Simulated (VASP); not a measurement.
# B8As7 (a cell with a defect) in VASP: notebook

B8As7 (a cell with a defect) is run at these levels: PBEsol; tasks: single point, relaxation of the atoms.

Program: VASP 6.6.1. These are calculated values, not measurements. Logs are shortened: lines on timing, memory, paths and dates and some standing lists are left out, and cuts for length are marked.

## Step 1: The cell of the first run

The cell holds a defect, 15 atoms: a = 6.756 Å, b = 6.756 Å, c = 6.756 Å, α = 60.00°, β = 60.00°, γ = 60.00°.

## Step 2: Single point, PBEsol

Contents of INCAR:

```
SYSTEM = B8As7
ALGO = Normal
EDIFF = 1E-6
ENCUT = 420
GGA = PS
GGA_COMPAT = .False.
ISIF = 2
ISMEAR = -1
LASPH = .True.
LCHARG = .False.
LREAL = .False.
LWAVE = .False.
NBANDS = 42
NELM = 120
PREC = Accurate
SIGMA = 0.05
```

Contents of KPOINTS:

```
k-points
0
Gamma
  2 2 2
  0 0 0
```

Contents of POSCAR:

```
B8As7
1.0
    0.0000000000      4.7770000000      4.7770000000
    4.7770000000      0.0000000000      4.7770000000
    4.7770000000      4.7770000000      0.0000000000
B As
8 7
Direct
   -0.0117857375     -0.0117857375     -0.0117857375
   -0.0117857375     -0.0117857375      0.5353572125
   -0.0117857375      0.5353572125     -0.0117857375
   -0.0014206549      0.5004735516      0.5004735516
    0.5353572125     -0.0117857375     -0.0117857375
    0.5004735516     -0.0014206549      0.5004735516
    0.5004735516      0.5004735516     -0.0014206549
    0.5004735516      0.5004735516      0.5004735516
    0.1267178054      0.1267178054      0.6232821946
    0.1267178054      0.6232821946      0.1267178054
    0.1267178054      0.6232821946      0.6232821946
    0.6232821946      0.1267178054      0.1267178054
    0.6232821946      0.1267178054      0.6232821946
    0.6232821946      0.6232821946      0.1267178054
    0.6250000000      0.6250000000      0.6250000000
```

Potentials or basis: VASP PAW PBE potentials, release 64 (B, As).

Command:

```sh
cat potpaw_PBE.64/B/POTCAR potpaw_PBE.64/As/POTCAR > POTCAR
mpirun -np 1 vasp_std > vasp.out
```

OUTCAR:

```text
SYSTEM = B8As7
   EDIFF = 1E-6
   ENCUT = 420
   GGA = PS
   ISIF = 2
   ISMEAR = -1
   LASPH = .True.
   LREAL = .False.
   NELM = 120
   PREC = Accurate

 ion  position               nearest neighbor table
   1  0.988  0.988  0.988-   9 2.02  10 2.02  12 2.02
   2  0.988  0.988  0.535-   9 2.02  11 2.02  13 2.02
   3  0.988  0.535  0.988-  10 2.02  11 2.02  14 2.02
   4  0.999  0.500  0.500-  15 2.06  10 2.06   9 2.06  11 2.06
   5  0.535  0.988  0.988-  12 2.02  13 2.02  14 2.02
   6  0.500  0.999  0.500-  15 2.06  12 2.06   9 2.06  13 2.06
   7  0.500  0.500  0.999-  15 2.06  12 2.06  10 2.06  14 2.06
   8  0.500  0.500  0.500-  15 2.06  13 2.06  14 2.06  11 2.06
   9  0.127  0.127  0.623-   2 2.02   1 2.02   4 2.06   6 2.06
  10  0.127  0.623  0.127-   3 2.02   1 2.02   4 2.06   7 2.06
  11  0.127  0.623  0.623-   2 2.02   3 2.02   8 2.06   4 2.06
  12  0.623  0.127  0.127-   5 2.02   1 2.02   6 2.06   7 2.06
  13  0.623  0.127  0.623-   2 2.02   5 2.02   8 2.06   6 2.06
  14  0.623  0.623  0.127-   3 2.02   5 2.02   8 2.06   7 2.06
  15  0.625  0.625  0.625-   4 2.06   6 2.06   7 2.06   8 2.06

  LATTYP: Found a face centered cubic cell.
 ALAT       =     9.5540000000

  Lattice vectors:

 A1 = (   0.0000000000,   4.7770000000,   4.7770000000)
 A2 = (   4.7770000000,   0.0000000000,   4.7770000000)
 A3 = (   4.7770000000,   4.7770000000,   0.0000000000)

Analysis of symmetry for initial positions (statically):
=====================================================================
 Subroutine PRICEL returns:
 Original cell was already a primitive cell.

 Routine SETGRP: Setting up the symmetry group for a
 face centered cubic supercell.

 Subroutine GETGRP returns: Found 24 space group operations
 (whereof  6 operations were pure point group operations)
 out of a pool of 48 trial point group operations.

The static configuration has the point symmetry C_3v.
 The point group associated with its full space group is T_d .

Analysis of symmetry for dynamics (positions and initial velocities):
=====================================================================
 Subroutine PRICEL returns:
 Original cell was already a primitive cell.

 Routine SETGRP: Setting up the symmetry group for a
 face centered cubic supercell.

 Subroutine GETGRP returns: Found 24 space group operations
 (whereof  6 operations were pure point group operations)
 out of a pool of 48 trial point group operations.

The dynamic configuration has the point symmetry C_3v.
 The point group associated with its full space group is T_d .

 Subroutine INISYM returns: Found 24 space group operations
 (whereof  6 operations are pure point group operations),
 and found     1 'primitive' translations

----------------------------------------------------------------------------------------

                                     Primitive cell

  volume of cell :     218.0197

  direct lattice vectors                    reciprocal lattice vectors
     0.000000000  4.777000000  4.777000000    -0.104668202  0.104668202  0.104668202
     4.777000000  0.000000000  4.777000000     0.104668202 -0.104668202  0.104668202
     4.777000000  4.777000000  0.000000000     0.104668202  0.104668202 -0.104668202

  length of vectors
     6.755698187  6.755698187  6.755698187     0.181290643  0.181290643  0.181290643

  position of ions in fractional coordinates (direct lattice)
     0.988214263  0.988214263  0.988214263
     0.988214263  0.988214263  0.535357213
     0.988214263  0.535357213  0.988214263
     0.998579345  0.500473552  0.500473552
     0.535357213  0.988214263  0.988214263
     0.500473552  0.998579345  0.500473552
     0.500473552  0.500473552  0.998579345
     0.500473552  0.500473552  0.500473552
     0.126717805  0.126717805  0.623282195
     0.126717805  0.623282195  0.126717805
     0.126717805  0.623282195  0.623282195
     0.623282195  0.126717805  0.126717805
     0.623282195  0.126717805  0.623282195
     0.623282195  0.623282195  0.126717805
     0.625000000  0.625000000  0.625000000

  ion indices of the primitive-cell ions
   primitive index   ion index
                 1           1
                 2           2
                 3           3
                 4           4
                 5           5
                 6           6
                 7           7
                 8           8
                 9           9
                10          10
                11          11
                12          12
                13          13
                14          14
                15          15

----------------------------------------------------------------------------------------

 KPOINTS: k-points

Automatic generation of k-mesh.
 Grid dimensions read from file:
 generate k-points for:    2    2    2

 Generating k-lattice:

  Cartesian coordinates                     Fractional coordinates (reciprocal lattice)
    -0.052334101  0.052334101  0.052334101     0.500000000  0.000000000  0.000000000
     0.052334101 -0.052334101  0.052334101     0.000000000  0.500000000  0.000000000
     0.052334101  0.052334101 -0.052334101     0.000000000  0.000000000  0.500000000

  Length of vectors
     0.090645322  0.090645322  0.090645322

  Shift w.r.t. Gamma in fractional coordinates (k-lattice)
     0.000000000  0.000000000  0.000000000

 Subroutine IBZKPT returns following result:
 ===========================================

 Found      3 irreducible k-points:

 Following reciprocal coordinates:
            Coordinates               Weight
  0.000000  0.000000  0.000000      1.000000
  0.500000  0.000000  0.000000      4.000000
  0.500000  0.500000  0.000000      3.000000
   k-points           NKPTS =      3   k-points in BZ     NKDIM =      3   number of bands    NBANDS=     42
   number of dos      NEDOS =    301   number of ions     NIONS =     15
   total plane-waves  NPLWV = 110592
   dimension x,y,z NGX =    48 NGY =   48 NGZ =   48
   dimension x,y,z NGXF=    96 NGYF=   96 NGZF=   96
   ions per type =               8   7
   NGX,Y,Z   is equivalent  to a cutoff of  11.81, 11.81, 11.81 a.u.
   NGXF,Y,Z  is equivalent  to a cutoff of  23.62, 23.62, 23.62 a.u.
 SYSTEM =  B8As7
   PREC   = accura    normal or accurate (medium, high low for compatibility)
   ISTART =      0    job   : 0-new  1-cont  2-samecut
   ICHARG =      2    charge: 1-file 2-atom 10-const
   ISPIN  =      1    spin polarized calculation?
   LNONCOLLINEAR =      F non collinear calculations
   LSORBIT =      F    spin-orbit coupling
   LASPH  =      T    aspherical Exc in radial PAW
   ENCUT  =  420.0 eV  30.87 Ry    5.56 a.u.  11.29 11.29 11.29*2*pi/ulx,y,z
   NELM   =    120;   NELMIN=  2; NELMDL= -5     # of ELM steps
   EDIFF  = 0.1E-05   stopping-criterion for ELM
   LREAL  =      F    real-space projection
   EDIFFG = 0.1E-04   stopping-criterion for IOM
   NSW    =      0    number of steps for IOM
   IBRION =     -1    ionic relax: 0-MD 1-quasi-New 2-CG
   NFREE  =      0    steps in history (QN), initial steepest desc. (CG)
   ISIF   =      2    stress and relaxation
   ISYM   =      2    0-nonsym 1-usesym 2-fastsym
   POTIM  = 0.5000    time-step for ionic-motion
   TEBEG  =    0.0;   TEEND  =   0.0 temperature during run
   PSTRESS=    0.0 pullay stress
   NELECT =      59.0000    total number of electrons
   NUPDOWN=      -1.0000    fix difference up-down
   EMIN   =  10.00;   EMAX   =-10.00  energy-range for DOS
   EFERMI =   0.00;   METHOD = LEGACY
   ISMEAR =    -1;   SIGMA  =   0.05  broadening in eV -4-tet -1-fermi 0-gaus
   EFERMI_NEDOS =   21; number of points for ismear=-14 and -15
   IALGO  =     38    algorithm
   IMIX   =      4    mixing-type and parameters
     AMIX     =   0.40;   BMIX     =  1.00
     AMIX_MAG =   1.60;   BMIX_MAG =  1.00
  volume/ion in A,a.u.               =      14.53        98.08
  Fermi-wavevector in a.u.,A,eV,Ry     =   1.058913  2.001055 15.256167  1.121297
  Thomas-Fermi vector in A             =   2.194239
   LORBIT       =      0    0 simple, 1 ext, 2 COOP (PROOUT), +10 PAW based schemes
   GGA     = PS    functional components
   LHFCALC =     F    Hartree Fock is set to
   AEXX    =    0.0000 exact exchange contribution
   IVDW    =     0    specifies the selected vdW correction
   LEPSILON=     F    determine dielectric tensor
   LRPA    =     F    only Hartree local field effects (RPA)
 non-spin polarized calculation
  energy-cutoff  :      420.00
  volume of cell :      218.02
 maximum number of plane-waves:      4314
 NGX is ok and might be reduce to    48
   NGX = 23   NGY = 23   NGZ = 23

 number of electron      58.9999998 magnetization

 Free energy of the ion-electron system (eV)
  ---------------------------------------------------
  ext. energy  EPLUGINS =         0.00000000
  ---------------------------------------------------
  free energy    TOTEN  =       -86.53452492 eV

  energy without entropy =      -86.49743862  energy(sigma->0) =      -86.51598177

 E-fermi :   5.2918     XC(G=0): -10.2777

 val. band max:        5.1419513282   @ k =   0.5000   0.5000   0.0000
 cond. band min:       5.3376086691   @ k =   0.5000   0.0000   0.0000
 fundamental gap:      0.1956573409
 Fermi energy:         5.2917861258

 k-point     1 :       0.0000    0.0000    0.0000
  band No.  band energies     occupation
      1     -10.1958      2.00000
      2      -7.5829      2.00000
      3      -7.5829      2.00000
      4      -7.5829      2.00000
      5      -6.9737      2.00000
      6      -6.2722      2.00000
[... 33 lines left out ...]
     40       8.3060      0.00000
     41       8.3060      0.00000

 k-point     2 :       0.5000    0.0000    0.0000
  band No.  band energies     occupation
      1      -9.4371      2.00000
      2      -9.0388      2.00000
      3      -7.2137      2.00000
      4      -7.1815      2.00000
      5      -7.1815      2.00000
      6      -7.1131      2.00000
[... 33 lines left out ...]
     40       9.7500      0.00000
     41       9.7500      0.00000

 k-point     3 :       0.5000    0.5000    0.0000
  band No.  band energies     occupation
      1      -9.0886      2.00000
      2      -8.8229      2.00000
      3      -7.9953      2.00000
      4      -7.8580      2.00000
      5      -7.8580      2.00000
      6      -6.8343      2.00000
[... 33 lines left out ...]
     40      10.4516      0.00000
     41      10.8733      0.00000
 [bands above 41 left out]

------------------------ aborting loop because EDIFF is reached ----------------------------------------

  FORCE on cell =-STRESS in cart. coord.  units (eV):
  Direction    XX          YY          ZZ          XY          YZ          ZX
  --------------------------------------------------------------------------------------
  -------------------------------------------------------------------------------------
  Total        0.1892952      0.1892952      0.1892952     -0.0000000     -0.0000000      0.0000000
  in kB        1.3910878      1.3910878      1.3910878     -0.0000000     -0.0000000      0.0000000
  external PRESSURE =       1.3910878 kB  Pullay stress =       0.0000000 kB

 VOLUME and BASIS-vectors are now :
 -----------------------------------------------------------------------------
  energy-cutoff  :      420.00
  volume of cell :      218.02
      direct lattice vectors                 reciprocal lattice vectors
     0.000000000  4.777000000  4.777000000    -0.104668202  0.104668202  0.104668202
     4.777000000  0.000000000  4.777000000     0.104668202 -0.104668202  0.104668202
     4.777000000  4.777000000  0.000000000     0.104668202  0.104668202 -0.104668202

 POSITION                                       TOTAL-FORCE (eV/Angst)
 -----------------------------------------------------------------------------------
      9.44140      9.44140      9.44140         0.021407      0.021407      0.021407
      7.27810      7.27810      9.44140        -0.021407     -0.021407      0.021407
      7.27810      9.44140      7.27810        -0.021407      0.021407     -0.021407
      4.78152      7.16098      7.16098        -0.000852      0.000852      0.000852
      9.44140      7.27810      7.27810         0.021407     -0.021407     -0.021407
      7.16098      4.78152      7.16098         0.000852     -0.000852      0.000852
      7.16098      7.16098      4.78152         0.000852      0.000852     -0.000852
      4.78152      4.78152      4.78152        -0.000852     -0.000852     -0.000852
      3.58275      3.58275      1.21066        -0.000000      0.000000      0.036019
      3.58275      1.21066      3.58275        -0.000000      0.036019     -0.000000
      5.95484      3.58275      3.58275        -0.036019      0.000000     -0.000000
      1.21066      3.58275      3.58275         0.036019      0.000000     -0.000000
      3.58275      5.95484      3.58275        -0.000000     -0.036019     -0.000000
      3.58275      3.58275      5.95484        -0.000000      0.000000     -0.036019
      5.97125      5.97125      5.97125        -0.000000      0.000000      0.000000
 -----------------------------------------------------------------------------------
    total drift:                                0.000001      0.000001      0.000001

  FREE ENERGIE OF THE ION-ELECTRON SYSTEM (eV)
  ---------------------------------------------------
  free  energy   TOTEN  =       -86.5345249212 eV

  energy  without entropy=      -86.4974386225  energy(sigma->0) =      -86.51598177
```

Run time: 24 s. Hardware: 1 thread of Intel Xeon 6975P-C (Granite Rapids), shared host; peak memory 0.3 GiB.

Results:

```yaml
Free_energy: -86.5345 eV
Pressure: 0.1 GPa
Largest_force: 0.037 eV/Å
Band_gap_on_the_k_mesh: zero (an odd number of electrons rules out a gap without spin polarisation)
```

Forces in eV/Å, atoms in the order of the input:
```
B    0.021  0.021  0.021
B   -0.021 -0.021  0.021
B   -0.021  0.021 -0.021
B   -0.001  0.001  0.001
B    0.021 -0.021 -0.021
B    0.001 -0.001  0.001
B    0.001  0.001 -0.001
B   -0.001 -0.001 -0.001
As   0.000  0.000  0.036
As   0.000  0.036  0.000
As  -0.036  0.000  0.000
As   0.036  0.000  0.000
As   0.000 -0.036  0.000
As   0.000  0.000 -0.036
As   0.000  0.000  0.000
```

Levels at points of the mesh, in eV from the Fermi level:
```tsv
k point	band 27	band 28	band 29	band 30	band 31	band 32
(0.00, 0.00, 0.00)	-1.04	-1.04	-1.04	1.25	1.38	1.38
(0.50, 0.00, 0.00)	-1.48	-1.48	-1.43	0.05	1.83	1.83
(0.50, 0.50, 0.00)	-2.64	-2.00	-0.80	-0.15	1.54	1.54
```

Caveat: the k points lie up to 0.57 Å⁻¹ apart, too coarse for converged energies and pressures of a metal; the PAW data sets were made with another functional, which shifts forces and pressure a little.

(Continued in part 2 of 2.)
